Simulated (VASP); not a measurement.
# Ge5As (F-43m) in VASP: further runs

Ge5As is run at these levels: PBE; tasks: single point.

Everything below comes from runs of VASP 6.6.1. Logs are shortened: lines on timing, memory, paths and dates and some standing lists are left out, and cuts for length are marked.

## 1. The cell of the first run

The structure is cubic, space group F-43m (No. 216). Conventional cell: a = 8.302 Å, b = 8.302 Å, c = 8.302 Å, α = 90.00°, β = 90.00°, γ = 90.00°. Ge (site symmetry -43m) has 12 Ge at 3.45 Å and 4 As at 3.59 Å within 4.5 Å. Within 2.5 Å of Ge (site symmetry 3m) lie 1 As at 1.86 Å. Within 2.5 Å of As (site symmetry -43m) lie 4 Ge at 1.86 Å.

## 2. Single point, PBE

INCAR reads:

```
PREC = Accurate ; ENCUT = 520
EDIFF = 1E-6 ; ISMEAR = 0
SIGMA = 0.1 ; LREAL = False
LASPH = True ; NELM = 100
ALGO = Normal ; ISIF = 2
LWAVE = False ; LCHARG = False
GGA = PE ; NBANDS = 46
```

KPOINTS reads:

```
Automatic mesh
0
Gamma
  4 4 4
```

POSCAR reads:

```
Ge5As
1.0
    0.0000000000      4.1508882100      4.1508882100
    4.1508882100      0.0000000000      4.1508882100
    4.1508882100      4.1508882100      0.0000000000
Ge As
5 1
Direct
    0.5000000000      0.5000000000      0.5000000000
    0.8796187200      0.8796187200      0.8796187200
    0.8796187200      0.8796187200      0.3611438300
    0.8796187200      0.3611438300      0.8796187200
    0.3611438300      0.8796187200      0.8796187200
    0.7500000000      0.7500000000      0.7500000000
```

Potentials or basis: VASP PAW PBE potentials, release 64 (Ge_d, As).

Run with:

```console
$ cat potpaw_PBE.64/Ge_d/POTCAR potpaw_PBE.64/As/POTCAR > POTCAR
$ mpirun -np 1 vasp_std > vasp.out
```

OUTCAR:

```text
PREC = Accurate
   ENCUT = 520
   EDIFF = 1E-6
   ISMEAR = 0
   LREAL = False
   LASPH = True
   NELM = 100
   ISIF = 2
   GGA = PE

 ion  position               nearest neighbor table
   1  0.500  0.500  0.500-
   2  0.880  0.880  0.880-   6 1.86   4 2.83   5 2.83   3 2.83
   3  0.880  0.880  0.361-   6 1.86   4 2.83   5 2.83   2 2.83
   4  0.880  0.361  0.880-   6 1.86   3 2.83   5 2.83   2 2.83
   5  0.361  0.880  0.880-   6 1.86   3 2.83   4 2.83   2 2.83
   6  0.750  0.750  0.750-   2 1.86   3 1.86   4 1.86   5 1.86

  LATTYP: Found a face centered cubic cell.
 ALAT       =     8.3017764200

  Lattice vectors:

 A1 = (   0.0000000000,   4.1508882100,   4.1508882100)
 A2 = (   4.1508882100,   0.0000000000,   4.1508882100)
 A3 = (   4.1508882100,   4.1508882100,   0.0000000000)

Analysis of symmetry for initial positions (statically):
=====================================================================
 Subroutine PRICEL returns:
 Original cell was already a primitive cell.

 Routine SETGRP: Setting up the symmetry group for a
 face centered cubic supercell.

 Subroutine GETGRP returns: Found 24 space group operations
 (whereof 24 operations were pure point group operations)
 out of a pool of 48 trial point group operations.

The static configuration has the point symmetry T_d .

Analysis of symmetry for dynamics (positions and initial velocities):
=====================================================================
 Subroutine PRICEL returns:
 Original cell was already a primitive cell.

 Routine SETGRP: Setting up the symmetry group for a
 face centered cubic supercell.

 Subroutine GETGRP returns: Found 24 space group operations
 (whereof 24 operations were pure point group operations)
 out of a pool of 48 trial point group operations.

The dynamic configuration has the point symmetry T_d .

 Subroutine INISYM returns: Found 24 space group operations
 (whereof 24 operations are pure point group operations),
 and found     1 'primitive' translations

----------------------------------------------------------------------------------------

                                     Primitive cell

  volume of cell :     143.0386

  direct lattice vectors                    reciprocal lattice vectors
     0.000000000  4.150888210  4.150888210    -0.120456147  0.120456147  0.120456147
     4.150888210  0.000000000  4.150888210     0.120456147 -0.120456147  0.120456147
     4.150888210  4.150888210  0.000000000     0.120456147  0.120456147 -0.120456147

  length of vectors
     5.870242402  5.870242402  5.870242402     0.208636167  0.208636167  0.208636167

  position of ions in fractional coordinates (direct lattice)
     0.500000000  0.500000000  0.500000000
     0.879618720  0.879618720  0.879618720
     0.879618720  0.879618720  0.361143830
     0.879618720  0.361143830  0.879618720
     0.361143830  0.879618720  0.879618720
     0.750000000  0.750000000  0.750000000

  ion indices of the primitive-cell ions
   primitive index   ion index
                 1           1
                 2           2
                 3           3
                 4           4
                 5           5
                 6           6

----------------------------------------------------------------------------------------

 KPOINTS: Automatic mesh

Automatic generation of k-mesh.
 Grid dimensions read from file:
 generate k-points for:    4    4    4

 Generating k-lattice:

  Cartesian coordinates                     Fractional coordinates (reciprocal lattice)
    -0.030114037  0.030114037  0.030114037     0.250000000  0.000000000  0.000000000
     0.030114037 -0.030114037  0.030114037     0.000000000  0.250000000  0.000000000
     0.030114037  0.030114037 -0.030114037     0.000000000  0.000000000  0.250000000

  Length of vectors
     0.052159042  0.052159042  0.052159042

  Shift w.r.t. Gamma in fractional coordinates (k-lattice)
     0.000000000  0.000000000  0.000000000

 Subroutine IBZKPT returns following result:
 ===========================================

 Found      8 irreducible k-points:

 Following reciprocal coordinates:
            Coordinates               Weight
  0.000000  0.000000  0.000000      1.000000
  0.250000  0.000000  0.000000      8.000000
  0.500000  0.000000  0.000000      4.000000
  0.250000  0.250000  0.000000      6.000000
  0.500000  0.250000  0.000000     24.000000
 -0.250000  0.250000  0.000000     12.000000
  0.500000  0.500000  0.000000      3.000000
 -0.250000  0.500000  0.250000      6.000000
   k-points           NKPTS =      8   k-points in BZ     NKDIM =      8   number of bands    NBANDS=     46
   number of dos      NEDOS =    301   number of ions     NIONS =      6
   total plane-waves  NPLWV = 110592
   dimension x,y,z NGX =    48 NGY =   48 NGZ =   48
   dimension x,y,z NGXF=    96 NGYF=   96 NGZF=   96
   ions per type =               5   1
   NGX,Y,Z   is equivalent  to a cutoff of  13.59, 13.59, 13.59 a.u.
   NGXF,Y,Z  is equivalent  to a cutoff of  27.19, 27.19, 27.19 a.u.
 SYSTEM =  unknown system
   PREC   = accura    normal or accurate (medium, high low for compatibility)
   ISTART =      0    job   : 0-new  1-cont  2-samecut
   ICHARG =      2    charge: 1-file 2-atom 10-const
   ISPIN  =      1    spin polarized calculation?
   LNONCOLLINEAR =      F non collinear calculations
   LSORBIT =      F    spin-orbit coupling
   LASPH  =      T    aspherical Exc in radial PAW
   ENCUT  =  520.0 eV  38.22 Ry    6.18 a.u.  10.91 10.91 10.91*2*pi/ulx,y,z
   NELM   =    100;   NELMIN=  2; NELMDL= -5     # of ELM steps
   EDIFF  = 0.1E-05   stopping-criterion for ELM
   LREAL  =      F    real-space projection
   EDIFFG = 0.1E-04   stopping-criterion for IOM
   NSW    =      0    number of steps for IOM
   IBRION =     -1    ionic relax: 0-MD 1-quasi-New 2-CG
   NFREE  =      0    steps in history (QN), initial steepest desc. (CG)
   ISIF   =      2    stress and relaxation
   ISYM   =      2    0-nonsym 1-usesym 2-fastsym
   POTIM  = 0.5000    time-step for ionic-motion
   TEBEG  =    0.0;   TEEND  =   0.0 temperature during run
   PSTRESS=    0.0 pullay stress
   NELECT =      75.0000    total number of electrons
   NUPDOWN=      -1.0000    fix difference up-down
   EMIN   =  10.00;   EMAX   =-10.00  energy-range for DOS
   EFERMI =   0.00;   METHOD = LEGACY
   ISMEAR =     0;   SIGMA  =   0.10  broadening in eV -4-tet -1-fermi 0-gaus
   EFERMI_NEDOS =   21; number of points for ismear=-14 and -15
   IALGO  =     38    algorithm
   IMIX   =      4    mixing-type and parameters
     AMIX     =   0.40;   BMIX     =  1.00
     AMIX_MAG =   1.60;   BMIX_MAG =  1.00
  volume/ion in A,a.u.               =      23.84       160.88
  Fermi-wavevector in a.u.,A,eV,Ry     =   1.320112  2.494651 23.710826  1.742697
  Thomas-Fermi vector in A             =   2.449962
   LORBIT       =      0    0 simple, 1 ext, 2 COOP (PROOUT), +10 PAW based schemes
   GGA     = PE    functional components
   LHFCALC =     F    Hartree Fock is set to
   AEXX    =    0.0000 exact exchange contribution
   IVDW    =     0    specifies the selected vdW correction
   LEPSILON=     F    determine dielectric tensor
   LRPA    =     F    only Hartree local field effects (RPA)
 non-spin polarized calculation
 Gauss-broadening in eV      SIGMA  =   0.10
  energy-cutoff  :      520.00
  volume of cell :      143.04
 maximum number of plane-waves:      3895
 NGX is ok and might be reduce to    48
   NGX = 21   NGY = 21   NGZ = 21

 number of electron      75.0000013 magnetization

 Free energy of the ion-electron system (eV)
  ---------------------------------------------------
  ext. energy  EPLUGINS =         0.00000000
  ---------------------------------------------------
  free energy    TOTEN  =        -9.08171750 eV

  energy without entropy =       -9.07705155  energy(sigma->0) =       -9.07938453

 E-fermi :   4.3426     XC(G=0):  -9.4812

 val. band max:        4.2142406234   @ k =  -0.2500   0.5000   0.2500
 cond. band min:       4.3833135205   @ k =   0.5000   0.5000   0.0000
 fundamental gap:      0.1690728971
 Fermi energy:         4.3425623478

 k-point     1 :       0.0000    0.0000    0.0000
  band No.  band energies     occupation
      1     -21.3537      2.00000
      2     -21.0139      2.00000
      3     -21.0139      2.00000
      4     -21.0139      2.00000
      5     -20.8385      2.00000
      6     -20.8385      2.00000
[... 38 lines left out ...]
     45       9.1066      0.00000
     46       9.1066      0.00000

 k-point     2 :       0.2500    0.0000    0.0000
  band No.  band energies     occupation
      1     -21.3313      2.00000
      2     -21.0232      2.00000
      3     -21.0071      2.00000
      4     -21.0071      2.00000
      5     -20.8332      2.00000
      6     -20.8332      2.00000
[... 38 lines left out ...]
     45       8.7758      0.00000
     46       9.1691      0.00000

 k-point     3 :       0.5000    0.0000    0.0000
  band No.  band energies     occupation
      1     -21.3059      2.00000
      2     -21.0356      2.00000
      3     -21.0001      2.00000
      4     -21.0001      2.00000
      5     -20.8454      2.00000
      6     -20.8290      2.00000
[... 38 lines left out ...]
     45       8.3861      0.00000
     46       9.2345      0.00000

 k-point     4 :       0.2500    0.2500    0.0000
  band No.  band energies     occupation
      1     -21.3229      2.00000
      2     -21.0338      2.00000
      3     -21.0012      2.00000
      4     -21.0012      2.00000
      5     -20.8390      2.00000
      6     -20.8284      2.00000
[... 38 lines left out ...]
     45       8.5751      0.00000
     46       8.9689      0.00000

 k-point     5 :       0.5000    0.2500    0.0000
  band No.  band energies     occupation
      1     -21.2955      2.00000
      2     -21.0504      2.00000
      3     -20.9937      2.00000
      4     -20.9928      2.00000
      5     -20.8428      2.00000
      6     -20.8351      2.00000
[... 38 lines left out ...]
     45       8.6908      0.00000
     46       8.9764      0.00000

 k-point     6 :      -0.2500    0.2500    0.0000
  band No.  band energies     occupation
      1     -21.3053      2.00000
      2     -21.0412      2.00000
      3     -20.9997      2.00000
      4     -20.9957      2.00000
      5     -20.8415      2.00000
      6     -20.8312      2.00000
[... 38 lines left out ...]
     45       8.6492      0.00000
     46       9.3200      0.00000

 k-point     7 :       0.5000    0.5000    0.0000
  band No.  band energies     occupation
      1     -21.2847      2.00000
      2     -21.0624      2.00000
      3     -20.9871      2.00000
      4     -20.9871      2.00000
      5     -20.8409      2.00000
      6     -20.8348      2.00000
[... 38 lines left out ...]
     45       8.7014      0.00000
     46       9.3676      0.00000

 k-point     8 :      -0.2500    0.5000    0.2500
  band No.  band energies     occupation
      1     -21.2846      2.00000
      2     -21.0598      2.00000
      3     -20.9918      2.00000
      4     -20.9872      2.00000
      5     -20.8414      2.00000
      6     -20.8412      2.00000
[... 38 lines left out ...]
     45       7.2868      0.00000
     46       9.3131      0.00000

------------------------ aborting loop because EDIFF is reached ----------------------------------------

  FORCE on cell =-STRESS in cart. coord.  units (eV):
  Direction    XX          YY          ZZ          XY          YZ          ZX
  --------------------------------------------------------------------------------------
  -------------------------------------------------------------------------------------
  Total       39.1542789     39.1542789     39.1542789      0.0000000     -0.0000000     -0.0000000
  in kB      438.5677626    438.5677626    438.5677626      0.0000000     -0.0000000     -0.0000000
  external PRESSURE =     438.5677626 kB  Pullay stress =       0.0000000 kB

 VOLUME and BASIS-vectors are now :
 -----------------------------------------------------------------------------
  energy-cutoff  :      520.00
  volume of cell :      143.04
      direct lattice vectors                 reciprocal lattice vectors
     0.000000000  4.150888210  4.150888210    -0.120456147  0.120456147  0.120456147
     4.150888210  0.000000000  4.150888210     0.120456147 -0.120456147  0.120456147
     4.150888210  4.150888210  0.000000000     0.120456147  0.120456147 -0.120456147

 POSITION                                       TOTAL-FORCE (eV/Angst)
 -----------------------------------------------------------------------------------
      4.15089      4.15089      4.15089        -0.000000     -0.000000     -0.000000
      7.30240      7.30240      7.30240         9.639462      9.639462      9.639462
      5.15027      5.15027      7.30240        -9.639462     -9.639462      9.639462
      5.15027      7.30240      5.15027        -9.639462      9.639462     -9.639462
      7.30240      5.15027      5.15027         9.639462     -9.639462     -9.639462
      6.22633      6.22633      6.22633        -0.000000     -0.000000     -0.000000
 -----------------------------------------------------------------------------------
    total drift:                                0.000051      0.000051      0.000049

  FREE ENERGIE OF THE ION-ELECTRON SYSTEM (eV)
  ---------------------------------------------------
  free  energy   TOTEN  =        -9.0817174972 eV

  energy  without entropy=       -9.0770515543  energy(sigma->0) =       -9.07938453
```

It took 94 s on 1 thread of AMD EPYC 7R13 (Zen 3), shared host; peak memory 0.29 GiB.

What came out:

```
Free energy   : -9.0817 eV
Pressure      : 43.9 GPa
Largest force : 16.696 eV/Å
```

Forces on the atoms (eV/Å):
```
Ge   0.000  0.000  0.000
Ge   9.639  9.639  9.639
Ge  -9.639 -9.639  9.639
Ge  -9.639  9.639 -9.639
Ge   9.639 -9.639 -9.639
As   0.000  0.000  0.000
```

Caveat: forces of over 1 eV/Å act on the atoms, so gaps and moduli don't describe the material at rest.

## 3. Single point, PBE

This run uses another cell than the first one, of 34.06 Å³/atom, 1.429 times its volume.

INCAR reads:

```
SYSTEM = Ge5As
ALGO = Normal
EDIFF = 1E-6
ENCUT = 520
GGA = PE
ISIF = 2
ISMEAR = 0
LASPH = .TRUE.
LCHARG = .FALSE.
LREAL = .FALSE.
LWAVE = .FALSE.
NBANDS = 46
NELM = 80
PREC = Accurate
SIGMA = 0.1
```

KPOINTS reads:

```
k-points
0
G
  4 4 4
  0 0 0
```

POSCAR reads:

```
Ge5As
1.0
    0.0000000000      4.6750855629      4.6750855629
    4.6750855629      0.0000000000      4.6750855629
    4.6750855629      4.6750855629      0.0000000000
Ge As
5 1
Direct
    0.5000000000      0.5000000000      0.5000000000
    0.9015930419      0.9015930419      0.9015930419
    0.9015930419      0.9015930419      0.2952208742
    0.9015930419      0.2952208742      0.9015930419
    0.2952208742      0.9015930419      0.9015930419
    0.7500000000      0.7500000000      0.7500000000
```

Potentials or basis: VASP PAW PBE potentials, release 64 (Ge_d, As).

Run with:

```console
$ cat potpaw_PBE.64/Ge_d/POTCAR potpaw_PBE.64/As/POTCAR > POTCAR
$ mpirun -np 1 vasp_std > vasp.out
```

Run time: 1.7 min. Hardware: 1 thread of AMD EPYC 7R13 (Zen 3), shared host; peak memory 0.33 GiB.

It converged, with:

```
Free energy   : -21.6005 eV
Pressure      : 0.0 GPa
Largest force : 0.038 eV/Å
```

Forces on the atoms (eV/Å):
```
Ge   0.000  0.000  0.000
Ge   0.022  0.022  0.022
Ge  -0.022 -0.022  0.022
Ge  -0.022  0.022 -0.022
Ge   0.022 -0.022 -0.022
As   0.000  0.000  0.000
```

Levels at points of the mesh, in eV from the Fermi level:
| k point | band 33 | band 34 | band 35 | band 36 | band 37 | band 38 | band 39 | band 40 | band 41 | band 42 |
| --- | --- | --- | --- | --- | --- | --- | --- | --- | --- | --- |
| (0.00, 0.00, 0.00) | -3.97 | -3.97 | -1.07 | -1.07 | -0.07 | 0.09 | 0.09 | 0.09 | 2.22 | 2.22 |
| (0.50, 0.00, 0.00) | -3.47 | -3.47 | -1.31 | -1.31 | -1.12 | 0.30 | 0.39 | 0.39 | 1.45 | 1.45 |
| (0.50, 0.50, 0.00) | -2.59 | -2.59 | -1.18 | -0.98 | -0.98 | -0.79 | -0.32 | 0.32 | 1.20 | 1.20 |
